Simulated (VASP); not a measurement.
# TaH4 (P-3m1) in VASP: relaxation of cell and atoms with PBE

Aim: the relaxation of cell and atoms of TaH4 with PBE.

All numbers are computed with VASP 6.6.1; they aren't measurements. Logs are shortened: lines on timing, memory, paths and dates and some standing lists are left out, and cuts for length are marked.

### Step 1. The cell of the first run

Symmetry: P-3m1, No. 164, trigonal system. The conventional cell has a = 2.857 Å, b = 2.857 Å, c = 8.424 Å, α = 90.00°, β = 90.00°, γ = 120.00°. Ta (site symmetry -3m) has 6 H at 2.01 Å within 2.7 Å. H (site symmetry 3m) has 1 H at 0.75 Å within 1.0 Å. Within 2.7 Å of H (site symmetry 3m) lie 3 Ta at 2.01 Å.

### Step 2. Relaxation of cell and atoms, PBE

File INCAR:

```
PREC     = Accurate       # precision mode
ENCUT    = 600            # plane-wave cutoff, eV
EDIFF    = 1E-6           # SCF threshold, eV
ISMEAR   = 0              # smearing method
SIGMA    = 0.1            # smearing width, eV
LREAL    = False          # projectors in reciprocal space
LASPH    = True           # aspherical terms in the spheres
NELM     = 100            # most SCF steps
ALGO     = Normal         # electronic algorithm
ISIF     = 3              # what is computed and relaxed
LWAVE    = False          # write WAVECAR
LCHARG   = False          # write CHGCAR
GGA      = PE             # functional
IBRION   = 2              # ionic algorithm
NSW      = 100            # ionic steps
EDIFFG   = -0.01          # ionic threshold
```

File KPOINTS:

```
regular mesh
0
Gamma
  12 12 4
```

File POSCAR:

```
TaH4
1.0
    2.8565857120      0.0000000000      0.0000000000
   -1.4282928560      2.4738757946      0.0000000000
    0.0000000000      0.0000000000      8.4236460766
Ta H
1 4
Direct
    0.0000000000      0.0000000000      0.0000000000
    0.0000000000      0.0000000000      0.4555788021
    0.0000000000      0.0000000000      0.5444211979
    0.6666666667      0.3333333333      0.8633879509
    0.3333333333      0.6666666667      0.1366120491
```

Potentials or basis: VASP PAW PBE potentials, release 64 (Ta_pv, H).

Command:

```bash
$ cat potpaw_PBE.64/Ta_pv/POTCAR potpaw_PBE.64/H/POTCAR > POTCAR
$ mpirun -np 1 vasp_std > vasp.out
```

OUTCAR:

```text
PREC = Accurate
   ENCUT = 600
   EDIFF = 1E-6
   ISMEAR = 0
   LREAL = False
   LASPH = True
   NELM = 100
   ISIF = 3
   GGA = PE
   IBRION = 2
   NSW = 100
   EDIFFG = -0.01

 ion  position               nearest neighbor table
   1  0.000  0.000  0.000-   4 2.01   5 2.01   5 2.01   4 2.01   4 2.01   5 2.01
   2  0.000  0.000  0.456-   3 0.75
   3  0.000  0.000  0.544-   2 0.75
   4  0.667  0.333  0.863-   1 2.01   1 2.01   1 2.01
   5  0.333  0.667  0.137-   1 2.01   1 2.01   1 2.01

  LATTYP: Found a hexagonal cell.
 ALAT       =     2.8565857120
 C/A-ratio  =     2.9488511551

  Lattice vectors:

 A1 = (   2.8565857120,   0.0000000000,   0.0000000000)
 A2 = (  -1.4282928560,   2.4738757946,   0.0000000000)
 A3 = (   0.0000000000,   0.0000000000,   8.4236460766)

Analysis of symmetry for initial positions (statically):
=====================================================================
 Subroutine PRICEL returns:
 Original cell was already a primitive cell.

 Routine SETGRP: Setting up the symmetry group for a
 hexagonal supercell.

 Subroutine GETGRP returns: Found 12 space group operations
 (whereof 12 operations were pure point group operations)
 out of a pool of 24 trial point group operations.

The static configuration has the point symmetry D_3d.

Analysis of symmetry for dynamics (positions and initial velocities):
=====================================================================
 Subroutine PRICEL returns:
 Original cell was already a primitive cell.

 Routine SETGRP: Setting up the symmetry group for a
 hexagonal supercell.

 Subroutine GETGRP returns: Found 12 space group operations
 (whereof 12 operations were pure point group operations)
 out of a pool of 24 trial point group operations.

The dynamic configuration has the point symmetry D_3d.

 Subroutine INISYM returns: Found 12 space group operations
 (whereof 12 operations are pure point group operations),
 and found     1 'primitive' translations

----------------------------------------------------------------------------------------

                                     Primitive cell

  volume of cell :      59.5285

  direct lattice vectors                    reciprocal lattice vectors
     2.856585712  0.000000000  0.000000000     0.350068264  0.202112006  0.000000000
    -1.428292856  2.473875795  0.000000000     0.000000000  0.404224012  0.000000000
     0.000000000  0.000000000  8.423646077     0.000000000  0.000000000  0.118713440

  length of vectors
     2.856585712  2.856585712  8.423646077     0.404224012  0.404224012  0.118713440

  position of ions in fractional coordinates (direct lattice)
     0.000000000  0.000000000  0.000000000
     0.000000000  0.000000000  0.455578802
     0.000000000  0.000000000  0.544421198
     0.666666667  0.333333333  0.863387951
     0.333333333  0.666666667  0.136612049

  ion indices of the primitive-cell ions
   primitive index   ion index
                 1           1
                 2           2
                 3           3
                 4           4
                 5           5

----------------------------------------------------------------------------------------

 KPOINTS: regular mesh

Automatic generation of k-mesh.
 Grid dimensions read from file:
 generate k-points for:   12   12    4

 Generating k-lattice:

  Cartesian coordinates                     Fractional coordinates (reciprocal lattice)
     0.029172355  0.016842667  0.000000000     0.083333333  0.000000000  0.000000000
     0.000000000  0.033685334  0.000000000     0.000000000  0.083333333  0.000000000
     0.000000000  0.000000000  0.029678360     0.000000000  0.000000000  0.250000000

  Length of vectors
     0.033685334  0.033685334  0.029678360

  Shift w.r.t. Gamma in fractional coordinates (k-lattice)
     0.000000000  0.000000000  0.000000000

 Subroutine IBZKPT returns following result:
 ===========================================

 Found     69 irreducible k-points:

 Following reciprocal coordinates:
            Coordinates               Weight
  0.000000  0.000000  0.000000      1.000000
  0.083333  0.000000  0.000000      6.000000
  0.166667  0.000000  0.000000      6.000000
  0.250000  0.000000  0.000000      6.000000
  0.333333  0.000000  0.000000      6.000000
  0.416667  0.000000  0.000000      6.000000
[... 16 lines left out ...]
  0.166667  0.000000  0.250000      6.000000
  0.000000  0.166667  0.250000      6.000000
 [... further k-points ...]
   k-points           NKPTS =     69   k-points in BZ     NKDIM =     69   number of bands    NBANDS=     11
   number of dos      NEDOS =    301   number of ions     NIONS =      5
   total plane-waves  NPLWV =  40320
   dimension x,y,z NGX =    24 NGY =   24 NGZ =   70
   dimension x,y,z NGXF=    48 NGYF=   48 NGZF=  140
   ions per type =               1   4
   NGX,Y,Z   is equivalent  to a cutoff of  13.97, 13.97, 13.81 a.u.
   NGXF,Y,Z  is equivalent  to a cutoff of  27.93, 27.93, 27.63 a.u.
 SYSTEM =  unknown system
   PREC   = accura    normal or accurate (medium, high low for compatibility)
   ISTART =      0    job   : 0-new  1-cont  2-samecut
   ICHARG =      2    charge: 1-file 2-atom 10-const
   ISPIN  =      1    spin polarized calculation?
   LNONCOLLINEAR =      F non collinear calculations
   LSORBIT =      F    spin-orbit coupling
   LASPH  =      T    aspherical Exc in radial PAW
   ENCUT  =  600.0 eV  44.10 Ry    6.64 a.u.   5.71  5.71 16.82*2*pi/ulx,y,z
   NELM   =    100;   NELMIN=  2; NELMDL= -5     # of ELM steps
   EDIFF  = 0.1E-05   stopping-criterion for ELM
   LREAL  =      F    real-space projection
   EDIFFG = -.1E-01   stopping-criterion for IOM
   NSW    =    100    number of steps for IOM
   IBRION =      2    ionic relax: 0-MD 1-quasi-New 2-CG
   NFREE  =      1    steps in history (QN), initial steepest desc. (CG)
   ISIF   =      3    stress and relaxation
   ISYM   =      2    0-nonsym 1-usesym 2-fastsym
   POTIM  = 0.5000    time-step for ionic-motion
   TEBEG  =    0.0;   TEEND  =   0.0 temperature during run
   PSTRESS=    0.0 pullay stress
   NELECT =      15.0000    total number of electrons
   NUPDOWN=      -1.0000    fix difference up-down
   EMIN   =  10.00;   EMAX   =-10.00  energy-range for DOS
   EFERMI =   0.00;   METHOD = LEGACY
   ISMEAR =     0;   SIGMA  =   0.10  broadening in eV -4-tet -1-fermi 0-gaus
   EFERMI_NEDOS =   21; number of points for ismear=-14 and -15
   IALGO  =     38    algorithm
   IMIX   =      4    mixing-type and parameters
     AMIX     =   0.40;   BMIX     =  1.00
     AMIX_MAG =   1.60;   BMIX_MAG =  1.00
  volume/ion in A,a.u.               =      11.91        80.34
  Fermi-wavevector in a.u.,A,eV,Ry     =   1.034023  1.954020 14.547395  1.069203
  Thomas-Fermi vector in A             =   2.168298
   LORBIT       =      0    0 simple, 1 ext, 2 COOP (PROOUT), +10 PAW based schemes
   GGA     = PE    functional components
   LHFCALC =     F    Hartree Fock is set to
   AEXX    =    0.0000 exact exchange contribution
   IVDW    =     0    specifies the selected vdW correction
   LEPSILON=     F    determine dielectric tensor
   LRPA    =     F    only Hartree local field effects (RPA)
 conjugate gradient relaxation of ions
 non-spin polarized calculation
 Gauss-broadening in eV      SIGMA  =   0.10
  energy-cutoff  :      600.00
  volume of cell :       59.53
 maximum number of plane-waves:      2004
 NGX is ok and might be reduce to    24
   NGX = 11   NGY = 11   NGZ = 33

--------------------------------------- Ionic step        1  -------------------------------------------

 number of electron      15.0000000 magnetization

 Free energy of the ion-electron system (eV)
  ---------------------------------------------------
  ext. energy  EPLUGINS =         0.00000000
  ---------------------------------------------------
  free energy    TOTEN  =       -24.85436744 eV

  energy without entropy =      -24.85092431  energy(sigma->0) =      -24.85264588

------------------------ aborting loop because EDIFF is reached ----------------------------------------

  FORCE on cell =-STRESS in cart. coord.  units (eV):
  Direction    XX          YY          ZZ          XY          YZ          ZX
  --------------------------------------------------------------------------------------
  -------------------------------------------------------------------------------------
  Total        0.1252374      0.1252374     -0.0037360      0.0000000      0.0000000      0.0000000
  in kB        3.3706949      3.3706949     -0.1005514      0.0000000      0.0000000      0.0000000
  external PRESSURE =       2.2136128 kB  Pullay stress =       0.0000000 kB
[... 297 lines left out ...]
  energy  without entropy=      -24.8512555750  energy(sigma->0) =      -24.85297353

--------------------------------------- Ionic step        9  -------------------------------------------

 number of electron      15.0000000 magnetization

 Free energy of the ion-electron system (eV)
  ---------------------------------------------------
  ext. energy  EPLUGINS =         0.00000000
  ---------------------------------------------------
  free energy    TOTEN  =       -24.85471371 eV

  energy without entropy =      -24.85127836  energy(sigma->0) =      -24.85299604

 E-fermi :   0.0559     XC(G=0):  -7.8327

 val. band max:       -0.0041078035   @ k =   0.2500   0.0833   0.0000
 cond. band min:       0.2612359080   @ k =   0.0000   0.0000   0.2500
 fundamental gap:      0.2653437115
 Fermi energy:         0.0558553741

 k-point     1 :       0.0000    0.0000    0.0000
  band No.  band energies     occupation
      1     -35.0112      2.00000
      2     -33.9890      2.00000
      3     -33.9890      2.00000
      4      -9.3554      2.00000
      5      -6.8007      2.00000
      6      -4.9058      2.00000
      7      -2.1796      2.00000
      8       0.2613      0.00367
      9       0.2613      0.00367
     10       3.4872      0.00000
     11       3.5576      0.00000
[... 309 lines left out ...]
 k-point    24 :       0.0000    0.1667    0.2500
  band No.  band energies     occupation
      1     -34.9624      2.00000
      2     -34.3008      2.00000
      3     -34.0579      2.00000
      4      -8.3948      2.00000
      5      -6.4809      2.00000
      6      -5.2001      2.00000
      7      -1.6277      2.00000
      8      -0.5850      2.00000
      9       1.2952      0.00000
     10       2.9564      0.00000
     11       3.1627      0.00000

 [... further k-points ...]
[... 5 lines left out ...]
  --------------------------------------------------------------------------------------
  -------------------------------------------------------------------------------------
  Total       -0.0001173     -0.0001173      0.0363749     -0.0000000      0.0000000      0.0000000
  in kB       -0.0031455     -0.0031455      0.9757310     -0.0000000      0.0000000      0.0000000
  external PRESSURE =       0.3231467 kB  Pullay stress =       0.0000000 kB
[... 20 lines left out ...]
  FREE ENERGIE OF THE ION-ELECTRON SYSTEM (eV)
  ---------------------------------------------------
  free  energy   TOTEN  =       -24.8547137110 eV

  energy  without entropy=      -24.8512783634  energy(sigma->0) =      -24.85299604

 reached required accuracy - stopping structural energy minimisation
```

It took 4.7 min on 1 thread of Intel Xeon Platinum 8259CL at 2.50GHz (Skylake/Cascade Lake), shared host; peak memory 0.24 GiB.

Results:

```yaml
Free_energy: -24.8547 eV
Relaxed_volume: 11.95 Å³/atom
Relaxed_cell: a = 2.862 Å, b = 2.862 Å, c = 8.418 Å, α = 90.00°, β = 90.00°, γ = 120.00°
Space_group_after_relaxing_to_0.1_Å: P-3m1 (No. 164)
Energy_gained_by_relaxing: 0.1 meV/atom
Ionic_steps: 9
Pressure_after_relaxing: 0.0 GPa
Largest_force_after_relaxing: 0.004 eV/Å
Band_gap_on_the_k_mesh: zero (an odd number of electrons rules out a gap without spin polarisation)
```

Forces on the atoms (eV/Å):
```
Ta   0.000  0.000  0.000
H    0.000  0.000 -0.004
H    0.000  0.000  0.004
H    0.000  0.000  0.002
H    0.000  0.000 -0.002
```

Stress tensor (GPa, compression positive):
```
0.00 0.00 0.00
0.00 0.00 0.00
0.00 0.00 0.10
```

The path:
```csv
step,energy change (eV),largest force (eV/Å),pressure (GPa),volume (Å³)
1,0.0000,0.0151,0.22,59.53
2,-0.0002,0.0347,0.03,59.67
3,-0.0002,0.0383,0.03,59.68
4,-0.0002,0.0666,-0.15,59.78
5,-0.0002,0.0239,-0.08,59.73
6,-0.0003,0.0154,-0.03,59.73
7,-0.0003,0.0157,0.01,59.73
8,-0.0003,0.0434,0.06,59.74
9,-0.0003,0.0039,0.03,59.73
```

Final structure:
```
CELL_PARAMETERS angstrom
2.86229 0.00000 0.00000
-1.43115 2.47882 0.00000
0.00000 0.00000 8.41828
ATOMIC_POSITIONS crystal
Ta 0.00000 0.00000 0.00000
H 0.00000 0.00000 0.45558
H 0.00000 0.00000 0.54442
H 0.66667 0.33333 0.86414
H 0.33333 0.66667 0.13586
```

Caveat: spin-orbit coupling is left out, which moves the levels of the heavy elements.

The gap in the log of VASP goes by the Fermi energy; the results here count the filled bands.